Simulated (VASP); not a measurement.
# SiNi3 (Pm-3m) in VASP: notebook, part 2 of 2

VASP 6.6.1. Earlier steps stand in the parts before.

### Step 3. Single point, PBE (11.42 Å³/atom)

This run uses another cell than the first one, of 11.42 Å³/atom.

Input file INCAR:

```
ALGO = Normal
EDIFF = 1E-6
ENCUT = 520
GGA = PE
ISIF = 2
ISMEAR = -1
LASPH = T
LCHARG = F
LREAL = F
LWAVE = F
NBANDS = 25
NELM = 80
PREC = Accurate
SIGMA = 0.02
```

Input file KPOINTS:

```
k-points
0
Gamma
  6 6 6
```

Input file POSCAR:

```
SiNi3
1.0
    3.5751338240      0.0000000000      0.0000000000
    0.0000000000      3.5751338240      0.0000000000
    0.0000000000      0.0000000000      3.5751338240
Si Ni
1 3
Direct
    0.0000000000      0.0000000000      0.0000000000
    0.0000000000      0.5000000000      0.5000000000
    0.5000000000      0.0000000000      0.5000000000
    0.5000000000      0.5000000000      0.0000000000
```

Potentials or basis: VASP PAW PBE potentials, release 64 (Si, Ni).

The run is started by

```bash
$ cat potpaw_PBE.64/Si/POTCAR potpaw_PBE.64/Ni/POTCAR > POTCAR
$ mpirun -np 1 vasp_std > vasp.out
```

It took 58 s on 1 thread of Intel Xeon 8259CL, shared host; peak memory 0.16 GiB.

It converged, with:

```
Free energy            : -23.5896 eV
Pressure               : -10.7 GPa
Band gap on the k mesh : zero (bands 17 and 18 overlap by 0.22 eV)
```

Levels at points of the mesh, in eV from the Fermi level:
```
           k point  band 14  band 15  band 16  band 17  band 18  band 19  band 20  band 21
(0.00, 0.00, 0.00)    -0.58    -0.58    -0.28     0.02     0.02     0.02     4.29     6.06
(0.50, 0.00, 0.00)    -1.19    -1.05    -0.52     0.02     3.38     3.38     4.76     5.13
(0.50, 0.50, 0.00)    -1.31    -1.02    -0.93    -0.87     0.59     0.59     5.23     6.05
(0.50, 0.50, 0.50)    -1.14    -1.14    -0.28    -0.20    -0.20    -0.20     0.96     3.77
```

Caveat: the cell stands under tension.

### Step 4. Single point, r2SCAN (9.77 Å³/atom)

This run uses another cell than the first one, of 9.77 Å³/atom.

Input file POSCAR:

```
SiNi3
1.0
    3.3940532015      0.0000000000      0.0000000000
    0.0000000000      3.3940532015      0.0000000000
    0.0000000000      0.0000000000      3.3940532015
Si Ni
1 3
Direct
    0.0000000000      0.0000000000      0.0000000000
    0.0000000000      0.5000000000      0.5000000000
    0.5000000000      0.0000000000      0.5000000000
    0.5000000000      0.5000000000      0.0000000000
```

Input file INCAR.step1:

```
SYSTEM = SiNi3
ALGO     = Normal         ! electronic algorithm
EDIFF    = 1E-4           ! SCF threshold, eV
ENCUT    = 520            ! plane-wave cutoff, eV
GGA      = PE             ! functional
ISMEAR   = -1             ! smearing method
LASPH    = .True.         ! aspherical terms in the spheres
LCHARG   = .False.        ! write CHGCAR
LREAL    = .False.        ! projectors in reciprocal space
LWAVE    = .True.         ! write WAVECAR
NBANDS   = 25             ! bands
NELM     = 100            ! most SCF steps
PREC     = Accurate       ! precision mode
SIGMA    = 0.02           ! smearing width, eV
```

Input file INCAR.step2:

```
SYSTEM = SiNi3
ALGO     = Normal         ! electronic algorithm
EDIFF    = 1E-6           ! SCF threshold, eV
ENCUT    = 520            ! plane-wave cutoff, eV
ISIF     = 2              ! what is computed and relaxed
ISMEAR   = -1             ! smearing method
ISTART   = 1            
LASPH    = .True.         ! aspherical terms in the spheres
LCHARG   = .True.         ! write CHGCAR
LELF     = .True.         ! ELF
LMIXTAU  = .True.       
LREAL    = .False.        ! projectors in reciprocal space
LVHAR    = .True.       
LWAVE    = .False.        ! write WAVECAR
METAGGA  = R2SCAN         ! meta-GGA
NBANDS   = 25             ! bands
NELM     = 100            ! most SCF steps
PREC     = Accurate       ! precision mode
SIGMA    = 0.02           ! smearing width, eV
```

Input file KPOINTS:

```
k-points
0
Gamma
  6 6 6
  0 0 0
```

Potentials or basis: VASP PAW PBE potentials, release 64 (Si, Ni).

The run is started by

```bash
$ cat potpaw_PBE.64/Si/POTCAR potpaw_PBE.64/Ni/POTCAR > POTCAR
$ cp INCAR.step1 INCAR
$ mpirun -np 1 vasp_std > vasp.out
$ cp INCAR.step2 INCAR
$ mpirun -np 1 vasp_std > vasp.out
```

OUTCAR:

```text
SYSTEM = SiNi3
   EDIFF = 1E-6
   ENCUT = 520
   ISIF = 2
   ISMEAR = -1
   ISTART = 1
   LASPH = .True.
   LREAL = .False.
   METAGGA = R2SCAN
   NELM = 100
   PREC = Accurate

 ion  position               nearest neighbor table
   1  0.000  0.000  0.000-   2 2.40   3 2.40   4 2.40   2 2.40   3 2.40   2 2.40   4 2.40   2 2.40
                             3 2.40   4 2.40   3 2.40   4 2.40
   2  0.000  0.500  0.500-   1 2.40   3 2.40   4 2.40   1 2.40   4 2.40   1 2.40   3 2.40   1 2.40
                             3 2.40   4 2.40   4 2.40   3 2.40
   3  0.500  0.000  0.500-   1 2.40   2 2.40   4 2.40   1 2.40   4 2.40   2 2.40   4 2.40   4 2.40
[... 758 lines left out ...]
  -------------------------------------------------------------------------------------
  Total        4.2317952      4.2317952      4.2317952     -0.0000000     -0.0000000     -0.0000000
  in kB      173.4120548    173.4120548    173.4120548     -0.0000000     -0.0000000     -0.0000000
  external PRESSURE =     173.4120548 kB  Pullay stress =       0.0000000 kB

 VOLUME and BASIS-vectors are now :
 -----------------------------------------------------------------------------
  energy-cutoff  :      520.00
  volume of cell :       39.10
      direct lattice vectors                 reciprocal lattice vectors
     3.394053201  0.000000000  0.000000000     0.294632977  0.000000000  0.000000000
     0.000000000  3.394053201  0.000000000     0.000000000  0.294632977  0.000000000
     0.000000000  0.000000000  3.394053201     0.000000000  0.000000000  0.294632977

 POSITION                                       TOTAL-FORCE (eV/Angst)
 -----------------------------------------------------------------------------------
      0.00000      0.00000      0.00000         0.000000      0.000000      0.000000
      0.00000      1.69703      1.69703         0.000000      0.000000      0.000000
      1.69703      0.00000      1.69703         0.000000      0.000000      0.000000
      1.69703      1.69703      0.00000         0.000000      0.000000      0.000000
 -----------------------------------------------------------------------------------
    total drift:                                0.000000      0.000000      0.000000

  FREE ENERGIE OF THE ION-ELECTRON SYSTEM (eV)
  ---------------------------------------------------
  free  energy   TOTEN  =       -46.2430878469 eV

  energy  without entropy=      -46.2411175022  energy(sigma->0) =      -46.24210267
```

OUTCAR.step1:

```text
SYSTEM = SiNi3
   EDIFF = 1E-4
   ENCUT = 520
   GGA = PE
   ISMEAR = -1
   LASPH = .True.
[... 785 lines left out ...]
      0.00000      1.69703      1.69703         0.000000      0.000000      0.000000
      1.69703      0.00000      1.69703         0.000000      0.000000      0.000000
      1.69703      1.69703      0.00000         0.000000      0.000000      0.000000
 -----------------------------------------------------------------------------------
    total drift:                                0.000000      0.000000      0.000000

  FREE ENERGIE OF THE ION-ELECTRON SYSTEM (eV)
  ---------------------------------------------------
  free  energy   TOTEN  =       -23.3831264302 eV

  energy  without entropy=      -23.3804243192  energy(sigma->0) =      -23.38177537
```

It took 3.3 min on 1 thread of Intel Xeon 8259CL, shared host; peak memory 0.17 GiB.

What came out:

```yaml
Free_energy: -46.2431 eV
Pressure: 17.3 GPa
Band_gap_on_the_k_mesh: zero (bands 17 and 18 overlap by 0.30 eV)
```

Caveat: the cell stands under pressure; the PAW data sets were made with another functional, which shifts forces and pressure a little.

### Step 5. Single point, r2SCAN (10.09 Å³/atom)

This run uses another cell than the first one, of 10.09 Å³/atom.

Input file POSCAR:

```
SiNi3
1.0
    3.4297827029      0.0000000000      0.0000000000
    0.0000000000      3.4297827029      0.0000000000
    0.0000000000      0.0000000000      3.4297827029
Si Ni
1 3
Direct
    0.0000000000      0.0000000000      0.0000000000
    0.0000000000      0.5000000000      0.5000000000
    0.5000000000      0.0000000000      0.5000000000
    0.5000000000      0.5000000000      0.0000000000
```

Input file INCAR.step1:

```
SYSTEM = SiNi3
  PREC = Accurate
  ENCUT = 520
  ISMEAR = -1
  SIGMA = 0.02
  LREAL = .FALSE.
  LASPH = .TRUE.
  NELM = 60
  NBANDS = 25
  GGA = PE
  ALGO = Normal
  EDIFF = 1E-4
  LWAVE = .TRUE.
  LCHARG = .FALSE.
```

Input file INCAR.step2:

```
SYSTEM = SiNi3
  PREC = Accurate
  ENCUT = 520
  EDIFF = 1E-7
  ISMEAR = -1
  SIGMA = 0.02
  LREAL = .FALSE.
  LASPH = .TRUE.
  NELM = 60
  ALGO = Normal
  ISIF = 2
  LWAVE = .FALSE.
  LCHARG = .FALSE.
  METAGGA = R2SCAN
  LMIXTAU = .TRUE.
  NBANDS = 25
  ISTART = 1
```

Input file KPOINTS:

```
Automatic mesh
0
G
  6 6 6
  0 0 0
```

The run is started by

```bash
$ cat potpaw_PBE.64/Si/POTCAR potpaw_PBE.64/Ni/POTCAR > POTCAR
$ cp INCAR.step1 INCAR
$ mpirun -np 1 vasp_std > vasp.out
$ cp INCAR.step2 INCAR
$ mpirun -np 1 vasp_std > vasp.out
```

Wall time 2.8 min (1 thread of Intel Xeon 8259CL, shared host); peak memory 0.17 GiB.

Results (log left out):

| Item | Value |
| --- | --- |
| Free energy | -46.3412 eV |
| Pressure | 8.1 GPa |
| Band gap on the k mesh | zero (bands 17 and 18 overlap by 0.29 eV) |

Levels at points of the mesh, in eV from the Fermi level:
| k point | band 15 | band 16 | band 17 | band 18 | band 19 | band 20 |
| --- | --- | --- | --- | --- | --- | --- |
| (0.00, 0.00, 0.00) | -0.81 | -0.39 | 0.03 | 0.03 | 0.03 | 5.91 |
| (0.50, 0.00, 0.00) | -1.35 | -0.73 | 0.03 | 4.03 | 4.03 | 5.64 |
| (0.50, 0.50, 0.00) | -1.29 | -1.18 | -1.07 | 0.70 | 0.70 | 6.28 |
| (0.50, 0.50, 0.50) | -1.44 | -0.60 | -0.25 | -0.25 | -0.25 | 1.67 |

Caveat: the cell stands under pressure; the PAW data sets were made with another functional, which shifts forces and pressure a little. Spin polarisation is off, so any magnetic state and its effect on volume and gap are missing.

### Step 6. Summary

```csv
level,cell,gap on the mesh (eV),pressure (GPa)
PBE,"a = 3.541 Å, 4 atoms",none,-5.8
PBE,"a = 3.575 Å, 4 atoms",none,-10.7
r2SCAN,"a = 3.394 Å, 4 atoms",none,17.3
r2SCAN,"a = 3.430 Å, 4 atoms",none,8.1
```

Alike in all rows: task single point; potentials or basis VASP PAW PBE potentials, release 64 (Si, Ni); no spin polarisation; k mesh 6 × 6 × 6; cutoff (eV) 520; smearing fermi-dirac 0.02 eV.

Caveats: the cell stands under tension (at least some runs); the cell stands under pressure (at least some runs); the PAW data sets were made with another functional, which shifts forces and pressure a little (at least some runs).

Total energies depend on the potentials used, so only differences within one code and one set of settings carry meaning.
